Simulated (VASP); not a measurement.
TiN, 2 atoms in the cell. The structure is cubic, space group Fm-3m (No. 225). The conventional cell has a = 4.088 Å, b = 4.088 Å, c = 4.088 Å, α = 90.00°, β = 90.00°, γ = 90.00°. Ti (site symmetry m-3m) has 6 N at 2.04 Å within 2.7 Å. Within 2.7 Å of N (site symmetry m-3m) lie 6 Ti at 2.04 Å. 

```yaml
Program: VASP 6.6.1
Task: single point
Functional: PBEsol
Potentials_or_basis: VASP PAW PBE potentials, release 64 (Ti_sv, N)
Cutoff: 520 eV
k_mesh: 20 × 20 × 20
Occupations: gaussian, width 0.1 eV
Spin: no spin polarisation
Dipole_correction: no
Further_INCAR_settings: ALGO = Normal; EDIFF = 1e-06; NBANDS = 16
```

Potentials or basis: VASP PAW PBE potentials, release 64 (Ti_sv, N).

Run with:

```sh
$ cat potpaw_PBE.64/Ti_sv/POTCAR potpaw_PBE.64/N/POTCAR > POTCAR
$ mpirun -np 1 vasp_std > vasp.out
```

Hardware: 1 thread of Intel(R) Xeon(R) Platinum 8259CL CPU @ 2.50GHz (Skylake/Cascade Lake) (shared host).

Estimate the wall time of this run.

It took 49 s on 1 thread of Intel(R) Xeon(R) Platinum 8259CL CPU @ 2.50GHz (Skylake/Cascade Lake) (shared host), peak memory 0.19 GiB. Counts: scf iterations 15, k points 256.
